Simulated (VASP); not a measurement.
Runs of VASP 6.6.1 on CsH. The structure is that of space group Immm (No. 71), or close to it. The cells are those of the table. 

```tsv
cell	gap on the mesh (eV)	pressure (GPa)
a = 4.510, b = 4.510, c = 4.649 Å, angles 59.0, 59.0, 57.9°, 2 atoms	(a)	-1.2
a = 4.511, b = 4.511, c = 4.283 Å, angles 61.7, 61.7, 63.3°, 2 atoms	1.87	-1.3
a = 4.511, b = 4.511, c = 4.706 Å, angles 58.6, 58.6, 57.1°, 2 atoms	(b)	-1.3
a = 4.510, b = 4.510, c = 4.678 Å, angles 58.8, 58.8, 57.5°, 2 atoms	1.89	-1.3
```

Alike in all rows: task single point; level LDA; potentials or basis VASP PAW LDA potentials, release 64 (Cs_sv, H); no spin polarisation; k mesh 8 × 8 × 8; cutoff (eV) 520; smearing gaussian 0.05 eV.

Problem. Fill in the values left out.

Solution. (a) 1.90; (b) 1.88.

Caveats: spin-orbit coupling is left out, which moves the levels of the heavy elements.

A k mesh can miss the band edges, and the runs leave out spin-orbit coupling on Cs.
